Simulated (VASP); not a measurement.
# CdS (ha.bA) (F-43m) in VASP: notebook

The runs below take CdS (ha.bA) through single point, with PBE.

All numbers are computed with VASP 6.6.1; they aren't measurements. Logs are shortened: lines on timing, memory, paths and dates and some standing lists are left out, and cuts for length are marked.

### Step 1. The cell of the first run

It takes space group F-43m (No. 216, cubic). Conventional cell: a = 5.840 Å, b = 5.840 Å, c = 5.840 Å, α = 90.00°, β = 90.00°, γ = 90.00°. Within 3.3 Å of Cd (site symmetry -43m) lie 4 S at 2.53 Å. S (site symmetry -43m) has 4 Cd at 2.53 Å within 3.3 Å.

### Step 2. Single point, PBE

Input file INCAR:

```
SYSTEM = CdS
PREC = Accurate
ENCUT = 500
EDIFF = 1E-6
ISMEAR = 0
SIGMA = 0.1
LREAL = .False.
LASPH = .True.
NELM = 120
ALGO = Normal
ISIF = 2
LWAVE = .False.
LCHARG = .True.
GGA = PE
LELF = .True.
LVHAR = .True.
NBANDS = 16
GGA_COMPAT = .False.
```

Input file KPOINTS:

```
regular mesh
0
Gamma
  6 6 6
  0 0 0
```

Input file POSCAR:

```
CdS
1.0
    0.0000000000      2.9200000000      2.9200000000
    2.9200000000      0.0000000000      2.9200000000
    2.9200000000      2.9200000000      0.0000000000
Cd S
1 1
Direct
    0.0000000000      0.0000000000      0.0000000000
    0.2500000000      0.2500000000      0.2500000000
```

Potentials or basis: VASP PAW PBE potentials, release 64 (Cd, S).

Launch:

```bash
> cat potpaw_PBE.64/Cd/POTCAR potpaw_PBE.64/S/POTCAR > POTCAR
> mpirun -np 1 vasp_std > vasp.out
```

OUTCAR:

```text
SYSTEM = CdS
   PREC = Accurate
   ENCUT = 500
   EDIFF = 1E-6
   ISMEAR = 0
   LREAL = .False.
   LASPH = .True.
   NELM = 120
   ISIF = 2
   GGA = PE

 ion  position               nearest neighbor table
   1  0.000  0.000  0.000-   2 2.53   2 2.53   2 2.53   2 2.53
   2  0.250  0.250  0.250-   1 2.53   1 2.53   1 2.53   1 2.53

  LATTYP: Found a face centered cubic cell.
 ALAT       =     5.8400000000

  Lattice vectors:

 A1 = (   0.0000000000,   2.9200000000,   2.9200000000)
 A2 = (   2.9200000000,   0.0000000000,   2.9200000000)
 A3 = (   2.9200000000,   2.9200000000,   0.0000000000)

Analysis of symmetry for initial positions (statically):
=====================================================================
 Subroutine PRICEL returns:
 Original cell was already a primitive cell.

 Routine SETGRP: Setting up the symmetry group for a
 face centered cubic supercell.

 Subroutine GETGRP returns: Found 24 space group operations
 (whereof 24 operations were pure point group operations)
 out of a pool of 48 trial point group operations.

The static configuration has the point symmetry T_d .

Analysis of symmetry for dynamics (positions and initial velocities):
=====================================================================
 Subroutine PRICEL returns:
 Original cell was already a primitive cell.

 Routine SETGRP: Setting up the symmetry group for a
 face centered cubic supercell.

 Subroutine GETGRP returns: Found 24 space group operations
 (whereof 24 operations were pure point group operations)
 out of a pool of 48 trial point group operations.

The dynamic configuration has the point symmetry T_d .

 Subroutine INISYM returns: Found 24 space group operations
 (whereof 24 operations are pure point group operations),
 and found     1 'primitive' translations

----------------------------------------------------------------------------------------

                                     Primitive cell

  volume of cell :      49.7942

  direct lattice vectors                    reciprocal lattice vectors
     0.000000000  2.920000000  2.920000000    -0.171232877  0.171232877  0.171232877
     2.920000000  0.000000000  2.920000000     0.171232877 -0.171232877  0.171232877
     2.920000000  2.920000000  0.000000000     0.171232877  0.171232877 -0.171232877

  length of vectors
     4.129503602  4.129503602  4.129503602     0.296584042  0.296584042  0.296584042

  position of ions in fractional coordinates (direct lattice)
     0.000000000  0.000000000  0.000000000
     0.250000000  0.250000000  0.250000000

  ion indices of the primitive-cell ions
   primitive index   ion index
                 1           1
                 2           2

----------------------------------------------------------------------------------------

 KPOINTS: regular mesh

Automatic generation of k-mesh.
 Grid dimensions read from file:
 generate k-points for:    6    6    6

 Generating k-lattice:

  Cartesian coordinates                     Fractional coordinates (reciprocal lattice)
    -0.028538813  0.028538813  0.028538813     0.166666667  0.000000000  0.000000000
     0.028538813 -0.028538813  0.028538813     0.000000000  0.166666667  0.000000000
     0.028538813  0.028538813 -0.028538813     0.000000000  0.000000000  0.166666667

  Length of vectors
     0.049430674  0.049430674  0.049430674

  Shift w.r.t. Gamma in fractional coordinates (k-lattice)
     0.000000000  0.000000000  0.000000000

 Subroutine IBZKPT returns following result:
 ===========================================

 Found     16 irreducible k-points:

 Following reciprocal coordinates:
            Coordinates               Weight
  0.000000  0.000000  0.000000      1.000000
  0.166667  0.000000  0.000000      8.000000
  0.333333  0.000000  0.000000      8.000000
  0.500000  0.000000  0.000000      4.000000
  0.166667  0.166667  0.000000      6.000000
  0.333333  0.166667  0.000000     24.000000
[... 8 lines left out ...]
 -0.333333  0.333333  0.166667     24.000000
 -0.333333  0.500000  0.166667     12.000000
   k-points           NKPTS =     16   k-points in BZ     NKDIM =     16   number of bands    NBANDS=     16
   number of dos      NEDOS =    301   number of ions     NIONS =      2
   total plane-waves  NPLWV =  27000
   dimension x,y,z NGX =    30 NGY =   30 NGZ =   30
   dimension x,y,z NGXF=    60 NGYF=   60 NGZF=   60
   ions per type =               1   1
   NGX,Y,Z   is equivalent  to a cutoff of  12.08, 12.08, 12.08 a.u.
   NGXF,Y,Z  is equivalent  to a cutoff of  24.15, 24.15, 24.15 a.u.
 SYSTEM =  CdS
   PREC   = accura    normal or accurate (medium, high low for compatibility)
   ISTART =      0    job   : 0-new  1-cont  2-samecut
   ICHARG =      2    charge: 1-file 2-atom 10-const
   ISPIN  =      1    spin polarized calculation?
   LNONCOLLINEAR =      F non collinear calculations
   LSORBIT =      F    spin-orbit coupling
   LASPH  =      T    aspherical Exc in radial PAW
   ENCUT  =  500.0 eV  36.75 Ry    6.06 a.u.   7.53  7.53  7.53*2*pi/ulx,y,z
   NELM   =    120;   NELMIN=  2; NELMDL= -5     # of ELM steps
   EDIFF  = 0.1E-05   stopping-criterion for ELM
   LREAL  =      F    real-space projection
   EDIFFG = 0.1E-04   stopping-criterion for IOM
   NSW    =      0    number of steps for IOM
   IBRION =     -1    ionic relax: 0-MD 1-quasi-New 2-CG
   NFREE  =      0    steps in history (QN), initial steepest desc. (CG)
   ISIF   =      2    stress and relaxation
   ISYM   =      2    0-nonsym 1-usesym 2-fastsym
   POTIM  = 0.5000    time-step for ionic-motion
   TEBEG  =    0.0;   TEEND  =   0.0 temperature during run
   PSTRESS=    0.0 pullay stress
   NELECT =      18.0000    total number of electrons
   NUPDOWN=      -1.0000    fix difference up-down
   EMIN   =  10.00;   EMAX   =-10.00  energy-range for DOS
   EFERMI =   0.00;   METHOD = LEGACY
   ISMEAR =     0;   SIGMA  =   0.10  broadening in eV -4-tet -1-fermi 0-gaus
   EFERMI_NEDOS =   21; number of points for ismear=-14 and -15
   IALGO  =     38    algorithm
   IMIX   =      4    mixing-type and parameters
     AMIX     =   0.40;   BMIX     =  1.00
     AMIX_MAG =   1.60;   BMIX_MAG =  1.00
  volume/ion in A,a.u.               =      24.90       168.01
  Fermi-wavevector in a.u.,A,eV,Ry     =   1.166199  2.203797 18.504210  1.360021
  Thomas-Fermi vector in A             =   2.302716
   LORBIT       =      0    0 simple, 1 ext, 2 COOP (PROOUT), +10 PAW based schemes
   GGA     = PE    functional components
   LHFCALC =     F    Hartree Fock is set to
   AEXX    =    0.0000 exact exchange contribution
   IVDW    =     0    specifies the selected vdW correction
   LEPSILON=     F    determine dielectric tensor
   LRPA    =     F    only Hartree local field effects (RPA)
 non-spin polarized calculation
 Gauss-broadening in eV      SIGMA  =   0.10
  energy-cutoff  :      500.00
  volume of cell :       49.79
 maximum number of plane-waves:      1283
   NGX = 15   NGY = 15   NGZ = 15

 number of electron      18.0000001 magnetization

 Free energy of the ion-electron system (eV)
  ---------------------------------------------------
  ext. energy  EPLUGINS =         0.00000000
  ---------------------------------------------------
  free energy    TOTEN  =        -6.12245690 eV

  energy without entropy =       -6.12245690  energy(sigma->0) =       -6.12245690

 E-fermi :   1.7159     XC(G=0):  -9.1319

 val. band max:        1.2858883003   @ k =   0.0000   0.0000   0.0000
 cond. band min:       2.4264983696   @ k =   0.0000   0.0000   0.0000
 fundamental gap:      1.1406100693
 Fermi energy:         1.7158712695

 k-point     1 :       0.0000    0.0000    0.0000
  band No.  band energies     occupation
      1     -11.0617      2.00000
      2      -6.4314      2.00000
      3      -6.4314      2.00000
      4      -6.4314      2.00000
      5      -5.9566      2.00000
      6      -5.9566      2.00000
[... 8 lines left out ...]
     15      12.7598      0.00000
     16      12.7598      0.00000

 k-point     2 :       0.1667    0.0000    0.0000
  band No.  band energies     occupation
      1     -10.9564      2.00000
      2      -6.3940      2.00000
      3      -6.3940      2.00000
      4      -6.3320      2.00000
      5      -5.9573      2.00000
      6      -5.9573      2.00000
[... 8 lines left out ...]
     15      11.9764      0.00000
     16      13.1218      0.00000

 k-point     3 :       0.3333    0.0000    0.0000
  band No.  band energies     occupation
      1     -10.7447      2.00000
      2      -6.3331      2.00000
      3      -6.3331      2.00000
      4      -5.9635      2.00000
      5      -5.9400      2.00000
      6      -5.9400      2.00000
[... 8 lines left out ...]
     15      12.3938      0.00000
     16      12.3938      0.00000

 k-point     4 :       0.5000    0.0000    0.0000
  band No.  band energies     occupation
      1     -10.6397      2.00000
      2      -6.3121      2.00000
      3      -6.3121      2.00000
      4      -5.9192      2.00000
      5      -5.9192      2.00000
      6      -5.5796      2.00000
[... 8 lines left out ...]
     15      13.8275      0.00000
     16      13.8275      0.00000

 k-point     5 :       0.1667    0.1667    0.0000
  band No.  band energies     occupation
      1     -10.9217      2.00000
      2      -6.3555      2.00000
      3      -6.3555      2.00000
      4      -6.3523      2.00000
      5      -5.9809      2.00000
      6      -5.9351      2.00000
[... 8 lines left out ...]
     15      12.9370      0.00000
     16      14.6850      0.00000

 k-point     6 :       0.3333    0.1667    0.0000
  band No.  band energies     occupation
      1     -10.7466      2.00000
      2      -6.3158      2.00000
      3      -6.2827      2.00000
      4      -6.1256      2.00000
      5      -5.9323      2.00000
      6      -5.9156      2.00000
[... 8 lines left out ...]
     15      13.1494      0.00000
     16      14.2730      0.00000

 k-point     7 :       0.5000    0.1667    0.0000
  band No.  band energies     occupation
      1     -10.6081      2.00000
      2      -6.2898      2.00000
      3      -6.2544      2.00000
      4      -5.9870      2.00000
      5      -5.9131      2.00000
      6      -5.5622      2.00000
[... 8 lines left out ...]
     15      13.8819      0.00000
     16      14.1678      0.00000

 k-point     8 :      -0.3333    0.1667    0.0000
  band No.  band energies     occupation
      1     -10.6424      2.00000
      2      -6.2903      2.00000
      3      -6.2799      2.00000
      4      -5.9608      2.00000
      5      -5.9544      2.00000
      6      -5.6811      2.00000
[... 8 lines left out ...]
     15      13.3957      0.00000
     16      14.1996      0.00000

 k-point     9 :      -0.1667    0.1667    0.0000
  band No.  band energies     occupation
      1     -10.8161      2.00000
      2      -6.3497      2.00000
      3      -6.3274      2.00000
      4      -6.1672      2.00000
      5      -5.9758      2.00000
      6      -5.9206      2.00000
[... 8 lines left out ...]
     15      12.6314      0.00000
     16      14.6675      0.00000

 k-point    10 :       0.3333    0.3333    0.0000
  band No.  band energies     occupation
      1     -10.6441      2.00000
      2      -6.2076      2.00000
      3      -6.1840      2.00000
      4      -6.1840      2.00000
      5      -5.8920      2.00000
      6      -5.8480      2.00000
[... 8 lines left out ...]
     15      13.3712      0.00000
     16      16.7289      0.00000

 k-point    11 :       0.5000    0.3333    0.0000
  band No.  band energies     occupation
      1     -10.5430      2.00000
      2      -6.2254      2.00000
      3      -6.1390      2.00000
      4      -6.0889      2.00000
      5      -5.8913      2.00000
      6      -5.5310      2.00000
[... 8 lines left out ...]
     15      13.9879      0.00000
     16      14.9538      0.00000

 k-point    12 :      -0.3333    0.3333    0.0000
  band No.  band energies     occupation
      1     -10.5432      2.00000
      2      -6.2520      2.00000
      3      -6.1800      2.00000
      4      -6.0065      2.00000
      5      -5.9343      2.00000
      6      -5.4070      2.00000
[... 8 lines left out ...]
     15      12.6605      0.00000
     16      15.9622      0.00000

 k-point    13 :       0.5000    0.5000    0.0000
  band No.  band energies     occupation
      1     -10.5094      2.00000
      2      -6.2189      2.00000
      3      -6.0858      2.00000
      4      -6.0858      2.00000
      5      -5.8703      2.00000
      6      -5.5152      2.00000
[... 8 lines left out ...]
     15      13.6494      0.00000
     16      14.7744      0.00000

 k-point    14 :       0.5000    0.3333    0.1667
  band No.  band energies     occupation
      1     -10.6099      2.00000
      2      -6.2440      2.00000
      3      -6.2360      2.00000
      4      -6.0518      2.00000
      5      -5.9173      2.00000
      6      -5.6670      2.00000
[... 8 lines left out ...]
     15      14.2870      0.00000
     16      14.5078      0.00000

 k-point    15 :      -0.3333    0.3333    0.1667
  band No.  band energies     occupation
      1     -10.5432      2.00000
      2      -6.2400      2.00000
      3      -6.1977      2.00000
      4      -5.9968      2.00000
      5      -5.9383      2.00000
      6      -5.4049      2.00000
[... 8 lines left out ...]
     15      13.7620      0.00000
     16      14.5984      0.00000

 k-point    16 :      -0.3333    0.5000    0.1667
  band No.  band energies     occupation
      1     -10.5106      2.00000
      2      -6.2046      2.00000
      3      -6.1613      2.00000
      4      -6.0335      2.00000
      5      -5.9149      2.00000
      6      -5.3747      2.00000
[... 8 lines left out ...]
     15      14.4767      0.00000
     16      14.5929      0.00000

------------------------ aborting loop because EDIFF is reached ----------------------------------------

  FORCE on cell =-STRESS in cart. coord.  units (eV):
  Direction    XX          YY          ZZ          XY          YZ          ZX
  --------------------------------------------------------------------------------------
  -------------------------------------------------------------------------------------
  Total        0.9215434      0.9215434      0.9215434      0.0000000      0.0000000     -0.0000000
  in kB       29.6515806     29.6515806     29.6515806      0.0000000      0.0000000     -0.0000000
  external PRESSURE =      29.6515806 kB  Pullay stress =       0.0000000 kB

 VOLUME and BASIS-vectors are now :
 -----------------------------------------------------------------------------
  energy-cutoff  :      500.00
  volume of cell :       49.79
      direct lattice vectors                 reciprocal lattice vectors
     0.000000000  2.920000000  2.920000000    -0.171232877  0.171232877  0.171232877
     2.920000000  0.000000000  2.920000000     0.171232877 -0.171232877  0.171232877
     2.920000000  2.920000000  0.000000000     0.171232877  0.171232877 -0.171232877

 POSITION                                       TOTAL-FORCE (eV/Angst)
 -----------------------------------------------------------------------------------
      0.00000      0.00000      0.00000         0.000000      0.000000      0.000000
      1.46000      1.46000      1.46000        -0.000000     -0.000000     -0.000000
 -----------------------------------------------------------------------------------
    total drift:                                0.000000      0.000000      0.000000

  FREE ENERGIE OF THE ION-ELECTRON SYSTEM (eV)
  ---------------------------------------------------
  free  energy   TOTEN  =        -6.1224568998 eV

  energy  without entropy=       -6.1224568998  energy(sigma->0) =       -6.12245690
```

It took 27 s on 1 thread of Intel Xeon 8259CL, shared host; peak memory 0.17 GiB.

Results:

- Free energy: -6.1225 eV
- Pressure: 3.0 GPa
- Band gap on the k mesh: 1.14 eV, direct

Levels at points of the mesh, in eV from the valence-band top:
```
           k point  band 7  band 8  band 9  band 10  band 11  band 12
(0.00, 0.00, 0.00)    0.00    0.00    0.00     1.14     6.55     6.55
(0.50, 0.00, 0.00)   -4.38   -0.75   -0.75     3.01     7.01     7.01
(0.50, 0.50, 0.00)   -3.94   -1.87   -1.87     3.56     4.35     9.22
```

Expect the measured gap to be larger: semilocal functionals such as PBE lack the derivative discontinuity.

### Step 3. Single point, PBE

This run uses another cell than the first one, of 26.03 Å³/atom, 1.045 times its volume.

Input file INCAR:

```
SYSTEM = CdS
ALGO = Normal
EDIFF = 1E-6
ENCUT = 500
GGA = PE
GGA_COMPAT = .False.
ISIF = 2
ISMEAR = 0
LASPH = .True.
LCHARG = .False.
LREAL = .False.
LWAVE = .False.
NBANDS = 16
NELM = 120
PREC = Accurate
SIGMA = 0.02
```

Input file KPOINTS:

```
k-points
0
Gamma
  8 8 8
  0 0 0
```

Input file POSCAR:

```
CdS
1.0
    0.0000000000      2.9634773864      2.9634773864
    2.9634773864      0.0000000000      2.9634773864
    2.9634773864      2.9634773864      0.0000000000
Cd S
1 1
Direct
    0.0000000000      0.0000000000      0.0000000000
    0.2500000000      0.2500000000      0.2500000000
```

Potentials or basis: VASP PAW PBE potentials, release 64 (Cd, S).

Launch:

```bash
> cat potpaw_PBE.64/Cd/POTCAR potpaw_PBE.64/S/POTCAR > POTCAR
> mpirun -np 1 vasp_std > vasp.out
```

It took 36 s on 1 thread of Intel Xeon 8259CL, shared host; peak memory 0.18 GiB.

Results (log left out):

| Quantity | Value |
| --- | --- |
| Free energy | -6.1471 eV |
| Pressure | 0.3 GPa |
| Band gap on the k mesh | 1.04 eV, direct |

Levels at points of the mesh, in eV from the valence-band top:
| k point | band 5 | band 6 | band 7 | band 8 | band 9 | band 10 | band 11 | band 12 | band 13 | band 14 |
| --- | --- | --- | --- | --- | --- | --- | --- | --- | --- | --- |
| (0.00, 0.00, 0.00) | -7.15 | -7.15 | 0.00 | 0.00 | 0.00 | 1.04 | 6.55 | 6.55 | 6.55 | 11.17 |
| (0.50, 0.00, 0.00) | -7.12 | -6.81 | -4.12 | -0.69 | -0.69 | 2.94 | 7.01 | 7.01 | 7.33 | 10.94 |
| (0.50, 0.50, 0.00) | -7.08 | -6.75 | -3.75 | -1.72 | -1.72 | 3.63 | 4.28 | 9.04 | 10.49 | 10.49 |
